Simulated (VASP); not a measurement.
# HfN (F-43m) in VASP: a series of runs

The runs below take HfN through single point, elastic constants, with PBEsol.

Program: VASP 6.6.1. These are calculated values, not measurements. Logs are shortened: lines on timing, memory, paths and dates and some standing lists are left out, and cuts for length are marked.

**1. The cell of the first run**

The structure is cubic, space group F-43m (No. 216). The conventional cell has a = 4.910 Å, b = 4.910 Å, c = 4.910 Å, α = 90.00°, β = 90.00°, γ = 90.00°. Hf (site symmetry -43m) has 4 N at 2.13 Å within 2.8 Å. Within 2.8 Å of N (site symmetry -43m) lie 4 Hf at 2.13 Å.

**2. Single point, PBEsol**

File POSCAR:

```
HfN
1.0
    0.0000000000      2.4548220000      2.4548220000
    2.4548220000      0.0000000000      2.4548220000
    2.4548220000      2.4548220000      0.0000000000
Hf N
1 1
Direct
    0.0000000000      0.0000000000      0.0000000000
    0.2500000000      0.2500000000      0.2500000000
```

File INCAR.step1:

```
PREC = Accurate ; ENCUT = 520
EDIFF = 1E-6 ; ISMEAR = -1
SIGMA = 0.05 ; LREAL = False
LASPH = True ; NELM = 80
ALGO = Normal ; ISIF = 2
LWAVE = False ; LCHARG = True
LMAXMIX = 4 ; GGA = PS
NBANDS = 14
```

File KPOINTS.step1:

```
Automatic mesh
0
Gamma
  8 8 8
```

File INCAR.step2:

```
PREC = Accurate ; ENCUT = 520
EDIFF = 1E-6 ; ISMEAR = -5
SIGMA = 0.05 ; LREAL = False
LASPH = True ; NELM = 80
ALGO = Normal ; ISIF = 2
LWAVE = False ; LCHARG = False
LMAXMIX = 4 ; GGA = PS
LORBIT = 11 ; NBANDS = 14
NEDOS = 2001 ; ICHARG = 11
```

File KPOINTS.step2:

```
Automatic mesh
0
Gamma
  12 12 12
```

Potentials or basis: VASP PAW PBE potentials, release 64 (Hf_pv, N).

Started as:

```
$ cat potpaw_PBE.64/Hf_pv/POTCAR potpaw_PBE.64/N/POTCAR > POTCAR
$ cp INCAR.step1 INCAR
$ cp KPOINTS.step1 KPOINTS
$ mpirun -np 1 vasp_std > vasp.out
$ cp INCAR.step2 INCAR
$ cp KPOINTS.step2 KPOINTS
$ mpirun -np 1 vasp_std > vasp.out
```

OUTCAR:

```text
PREC = Accurate
   ENCUT = 520
   EDIFF = 1E-6
   ISMEAR = -5
   LREAL = False
   LASPH = True
   NELM = 80
   ISIF = 2
   GGA = PS
   LORBIT = 11
   ICHARG = 11

 ion  position               nearest neighbor table
   1  0.000  0.000  0.000-   2 2.13   2 2.13   2 2.13   2 2.13
   2  0.250  0.250  0.250-   1 2.13   1 2.13   1 2.13   1 2.13

  LATTYP: Found a face centered cubic cell.
 ALAT       =     4.9096440000

  Lattice vectors:

 A1 = (   0.0000000000,   2.4548220000,   2.4548220000)
 A2 = (   2.4548220000,   0.0000000000,   2.4548220000)
 A3 = (   2.4548220000,   2.4548220000,   0.0000000000)

Analysis of symmetry for initial positions (statically):
=====================================================================
 Subroutine PRICEL returns:
 Original cell was already a primitive cell.

 Routine SETGRP: Setting up the symmetry group for a
 face centered cubic supercell.

 Subroutine GETGRP returns: Found 24 space group operations
 (whereof 24 operations were pure point group operations)
 out of a pool of 48 trial point group operations.

The static configuration has the point symmetry T_d .

Analysis of symmetry for dynamics (positions and initial velocities):
=====================================================================
 Subroutine PRICEL returns:
 Original cell was already a primitive cell.

 Routine SETGRP: Setting up the symmetry group for a
 face centered cubic supercell.

 Subroutine GETGRP returns: Found 24 space group operations
 (whereof 24 operations were pure point group operations)
 out of a pool of 48 trial point group operations.

The dynamic configuration has the point symmetry T_d .

 Subroutine INISYM returns: Found 24 space group operations
 (whereof 24 operations are pure point group operations),
 and found     1 'primitive' translations

----------------------------------------------------------------------------------------

                                     Primitive cell

  volume of cell :      29.5863

  direct lattice vectors                    reciprocal lattice vectors
     0.000000000  2.454822000  2.454822000    -0.203680756  0.203680756  0.203680756
     2.454822000  0.000000000  2.454822000     0.203680756 -0.203680756  0.203680756
     2.454822000  2.454822000  0.000000000     0.203680756  0.203680756 -0.203680756

  length of vectors
     3.471642566  3.471642566  3.471642566     0.352785417  0.352785417  0.352785417

  position of ions in fractional coordinates (direct lattice)
     0.000000000  0.000000000  0.000000000
     0.250000000  0.250000000  0.250000000

  ion indices of the primitive-cell ions
   primitive index   ion index
                 1           1
                 2           2

----------------------------------------------------------------------------------------

 KPOINTS: Automatic mesh

Automatic generation of k-mesh.
 Grid dimensions read from file:
 generate k-points for:   12   12   12

 Generating k-lattice:

  Cartesian coordinates                     Fractional coordinates (reciprocal lattice)
    -0.016973396  0.016973396  0.016973396     0.083333333  0.000000000  0.000000000
     0.016973396 -0.016973396  0.016973396     0.000000000  0.083333333  0.000000000
     0.016973396  0.016973396 -0.016973396     0.000000000  0.000000000  0.083333333

  Length of vectors
     0.029398785  0.029398785  0.029398785

  Shift w.r.t. Gamma in fractional coordinates (k-lattice)
     0.000000000  0.000000000  0.000000000

 TETIRR: Found    247 inequivalent tetrahedra from    10368

 Subroutine IBZKPT returns following result:
 ===========================================

 Found     72 irreducible k-points:

 Following reciprocal coordinates:
            Coordinates               Weight
  0.000000  0.000000  0.000000      1.000000
  0.083333  0.000000  0.000000      8.000000
  0.166667  0.000000  0.000000      8.000000
  0.250000  0.000000  0.000000      8.000000
  0.333333  0.000000  0.000000      8.000000
  0.416667  0.000000  0.000000      8.000000
[... 16 lines left out ...]
  0.500000  0.166667  0.000000     24.000000
 -0.416667  0.166667  0.000000     24.000000
 [... further k-points ...]
   k-points           NKPTS =     72   k-points in BZ     NKDIM =     72   number of bands    NBANDS=     14
   number of dos      NEDOS =   2001   number of ions     NIONS =      2
   total plane-waves  NPLWV =  21952
   dimension x,y,z NGX =    28 NGY =   28 NGZ =   28
   dimension x,y,z NGXF=    56 NGYF=   56 NGZF=   56
   ions per type =               1   1
   NGX,Y,Z   is equivalent  to a cutoff of  13.41, 13.41, 13.41 a.u.
   NGXF,Y,Z  is equivalent  to a cutoff of  26.82, 26.82, 26.82 a.u.
 SYSTEM =  unknown system
   PREC   = accura    normal or accurate (medium, high low for compatibility)
   ISTART =      0    job   : 0-new  1-cont  2-samecut
   ICHARG =     11    charge: 1-file 2-atom 10-const
   ISPIN  =      1    spin polarized calculation?
   LNONCOLLINEAR =      F non collinear calculations
   LSORBIT =      F    spin-orbit coupling
   LASPH  =      T    aspherical Exc in radial PAW
   ENCUT  =  520.0 eV  38.22 Ry    6.18 a.u.   6.45  6.45  6.45*2*pi/ulx,y,z
   NELM   =     80;   NELMIN=  2; NELMDL=  0     # of ELM steps
   EDIFF  = 0.1E-05   stopping-criterion for ELM
   LREAL  =      F    real-space projection
   EDIFFG = 0.1E-04   stopping-criterion for IOM
   NSW    =      0    number of steps for IOM
   IBRION =     -1    ionic relax: 0-MD 1-quasi-New 2-CG
   NFREE  =      0    steps in history (QN), initial steepest desc. (CG)
   ISIF   =      2    stress and relaxation
   ISYM   =      2    0-nonsym 1-usesym 2-fastsym
   POTIM  = 0.5000    time-step for ionic-motion
   TEBEG  =    0.0;   TEEND  =   0.0 temperature during run
   PSTRESS=    0.0 pullay stress
   NELECT =      15.0000    total number of electrons
   NUPDOWN=      -1.0000    fix difference up-down
   EMIN   =  10.00;   EMAX   =-10.00  energy-range for DOS
   EFERMI =   0.00;   METHOD = LEGACY
   ISMEAR =    -5;   SIGMA  =   0.05  broadening in eV -4-tet -1-fermi 0-gaus
   EFERMI_NEDOS =   21; number of points for ismear=-14 and -15
   IALGO  =     38    algorithm
   IMIX   =      4    mixing-type and parameters
     AMIX     =   0.40;   BMIX     =  1.00
     AMIX_MAG =   1.60;   BMIX_MAG =  1.00
  volume/ion in A,a.u.               =      14.79        99.83
  Fermi-wavevector in a.u.,A,eV,Ry     =   1.305395  2.466839 23.185087  1.704056
  Thomas-Fermi vector in A             =   2.436267
   LORBIT       =     11    0 simple, 1 ext, 2 COOP (PROOUT), +10 PAW based schemes
   GGA     = PS    functional components
   LHFCALC =     F    Hartree Fock is set to
   AEXX    =    0.0000 exact exchange contribution
   IVDW    =     0    specifies the selected vdW correction
   LEPSILON=     F    determine dielectric tensor
   LRPA    =     F    only Hartree local field effects (RPA)
 non-spin polarized calculation
 Fermi weights with tetrahedron method with Bloechl corrections
  energy-cutoff  :      520.00
  volume of cell :       29.59
 maximum number of plane-waves:       821
 NGX is ok and might be reduce to    28

 number of electron      15.0000001 magnetization

 Free energy of the ion-electron system (eV)
  ---------------------------------------------------
  ext. energy  EPLUGINS =         0.00000000
  ---------------------------------------------------
  free energy    TOTEN  =       -22.25145513 eV

  energy without entropy =      -22.25145513  energy(sigma->0) =      -22.25145513

 E-fermi :   5.6266     XC(G=0): -11.3953

 val. band max:        5.5106365107   @ k =  -0.4167   0.2500   0.0833
 cond. band min:       5.6283730649   @ k =   0.4167   0.2500   0.0833
 fundamental gap:      0.1177365543
 Fermi energy:         5.6266196030

 k-point     1 :       0.0000    0.0000    0.0000
  band No.  band energies     occupation
      1     -25.4474      2.00000
      2     -25.4474      2.00000
      3     -25.4474      2.00000
      4     -10.4955      2.00000
      5       0.1526      2.00000
      6       0.1526      2.00000
      7       0.1526      2.00000
      8       4.8713      2.00000
      9       7.8090      0.00000
     10       7.8090      0.00000
     11      12.1913      0.00000
     12      12.1913      0.00000
     13      12.1913      0.00000
     14      17.9204      0.00000

 k-point     2 :       0.0833    0.0000    0.0000
  band No.  band energies     occupation
      1     -25.4808      2.00000
      2     -25.4516      2.00000
      3     -25.4516      2.00000
      4     -10.4120      2.00000
      5      -0.0067      2.00000
      6       0.2036      2.00000
      7       0.2036      2.00000
      8       5.2524      1.83032
      9       7.6906      0.00000
     10       7.6906      0.00000
     11      12.0014      0.00000
     12      12.3593      0.00000
     13      12.3593      0.00000
     14      17.6769      0.00000
[... 343 lines left out ...]
      1     -25.8786      2.00000
      2     -25.5787      2.00000
      3     -25.5348      2.00000
      4      -9.2800      2.00000
      5      -0.2183      2.00000
      6       0.6959      2.00000
      7       1.0358      2.00000
      8       6.0645     -0.03928
      9       7.7124      0.00000
     10       8.4351      0.00000
     11      10.9956      0.00000
     12      11.1913      0.00000
     13      12.0395      0.00000
     14      15.1127      0.00000

 k-point    24 :      -0.4167    0.1667    0.0000
  band No.  band energies     occupation
      1     -25.8824      2.00000
      2     -25.5930      2.00000
      3     -25.5263      2.00000
      4      -9.2651      2.00000
      5       0.0167      2.00000
      6       0.5271      2.00000
      7       0.9961      2.00000
      8       6.1301     -0.13259
      9       7.8100      0.00000
     10       8.0919      0.00000
     11      11.1090      0.00000
     12      11.5031      0.00000
     13      11.7003      0.00000
     14      15.2004      0.00000

 [... further k-points ...]

------------------------ aborting loop because EDIFF is reached ----------------------------------------

  FORCE on cell =-STRESS in cart. coord.  units (eV):
  Direction    XX          YY          ZZ          XY          YZ          ZX
  --------------------------------------------------------------------------------------
  -------------------------------------------------------------------------------------
  Total       -1.1360398     -1.1360398     -1.1360398      0.0000000      0.0000000      0.0000000
  in kB      -61.5196866    -61.5196866    -61.5196866      0.0000000      0.0000000      0.0000000
  external PRESSURE =     -61.5196866 kB  Pullay stress =       0.0000000 kB

 VOLUME and BASIS-vectors are now :
 -----------------------------------------------------------------------------
  energy-cutoff  :      520.00
  volume of cell :       29.59
      direct lattice vectors                 reciprocal lattice vectors
     0.000000000  2.454822000  2.454822000    -0.203680756  0.203680756  0.203680756
     2.454822000  0.000000000  2.454822000     0.203680756 -0.203680756  0.203680756
     2.454822000  2.454822000  0.000000000     0.203680756  0.203680756 -0.203680756

 POSITION                                       TOTAL-FORCE (eV/Angst)
 -----------------------------------------------------------------------------------
      0.00000      0.00000      0.00000         0.000000      0.000000      0.000000
      1.22741      1.22741      1.22741        -0.000000     -0.000000     -0.000000
 -----------------------------------------------------------------------------------
    total drift:                               -0.000000     -0.000000     -0.000000

  FREE ENERGIE OF THE ION-ELECTRON SYSTEM (eV)
  ---------------------------------------------------
  free  energy   TOTEN  =       -22.2514551332 eV

  energy  without entropy=      -22.2514551332  energy(sigma->0) =      -22.25145513

 total charge

# of ion       s       p       d       tot
------------------------------------------
    1        0.323   6.580   1.670   8.573
    2        1.247   2.489   0.000   3.736
--------------------------------------------------
tot          1.570   9.069   1.670  12.309
```

Run time: 60 s. Hardware: 1 thread of Intel Xeon 8259CL, shared host; peak memory 0.17 GiB.

What came out:

| Quantity | Value |
| --- | --- |
| Valence electrons inside the program's atomic spheres | Hf 8.57; N 3.74 |

Levels at points of the mesh, in eV from the Fermi level:
| k point | band 4 | band 5 | band 6 | band 7 | band 8 | band 9 | band 10 | band 11 |
| --- | --- | --- | --- | --- | --- | --- | --- | --- |
| (0.00, 0.00, 0.00) | -16.12 | -5.47 | -5.47 | -5.47 | -0.76 | 2.18 | 2.18 | 6.56 |
| (0.50, 0.00, 0.00) | -15.02 | -5.75 | -4.89 | -4.89 | 1.52 | 2.68 | 2.68 | 4.15 |
| (0.50, 0.50, 0.00) | -14.65 | -6.95 | -3.62 | -3.62 | -1.16 | 2.12 | 3.98 | 4.63 |

Caveat: the PAW data sets were made with another functional, which shifts forces and pressure a little; spin-orbit coupling is left out, which moves the levels of the heavy elements; tetrahedron occupations give inexact forces and stress in metals.

**3. Elastic constants, PBEsol**

File INCAR:

```
SYSTEM = HfN
PREC     = Accurate       ! precision mode
ENCUT    = 600            ! plane-wave cutoff, eV
EDIFF    = 1E-8           ! SCF threshold, eV
ISMEAR   = -1             ! smearing method
SIGMA    = 0.05           ! smearing width, eV
LREAL    = .FALSE.        ! projectors in reciprocal space
LASPH    = .TRUE.         ! aspherical terms in the spheres
NELM     = 60             ! most SCF steps
ALGO     = Normal         ! electronic algorithm
ISIF     = 3              ! what is computed and relaxed
LWAVE    = .FALSE.        ! write WAVECAR
LCHARG   = .FALSE.        ! write CHGCAR
GGA      = PS             ! functional
IBRION   = 6              ! ionic algorithm
NFREE    = 2            
POTIM    = 0.015          ! step
NSW      = 1              ! ionic steps
```

File KPOINTS:

```
Automatic mesh
0
G
  8 8 8
  0 0 0
```

POSCAR is that of step 2.

Potentials or basis: VASP PAW PBE potentials, release 64 (Hf_pv, N).

Started as:

```
$ cat potpaw_PBE.64/Hf_pv/POTCAR potpaw_PBE.64/N/POTCAR > POTCAR
$ mpirun -np 1 vasp_std > vasp.out
```

It took 14 min on 1 thread of Intel Xeon 8259CL, shared host; peak memory 0.27 GiB.

It converged, with:

```
Elastic constants C11, C12, C44 : 300, 132, 99 GPa
Voigt bulk modulus              : 188 GPa
Highest phonon frequency at Γ   : 486 cm⁻¹
```

Phonon frequencies in cm⁻¹ (negative: imaginary):
```csv
q point,frequencies
"(0.000, 0.000, 0.000)",0 0 0 486 486 486
```

Elastic tensor in Voigt notation (GPa, in the Cartesian axes of the cell as first typed):
```
300 132 132   0   0   0
132 300 132   0   0   0
132 132 300   0   0   0
  0   0   0  99   0   0
  0   0   0   0  99   0
  0   0   0   0   0  99
```

Clamped-ion elastic tensor (GPa):
```
300 132 132   0   0   0
132 300 132   0   0   0
132 132 300   0   0   0
  0   0   0 137   0   0
  0   0   0   0 137   0
  0   0   0   0   0 137
```

Caveat: the cell is under stress, which shifts elastic constants; the PAW data sets were made with another functional, which shifts forces and pressure a little; spin-orbit coupling is left out, which moves the levels of the heavy elements.
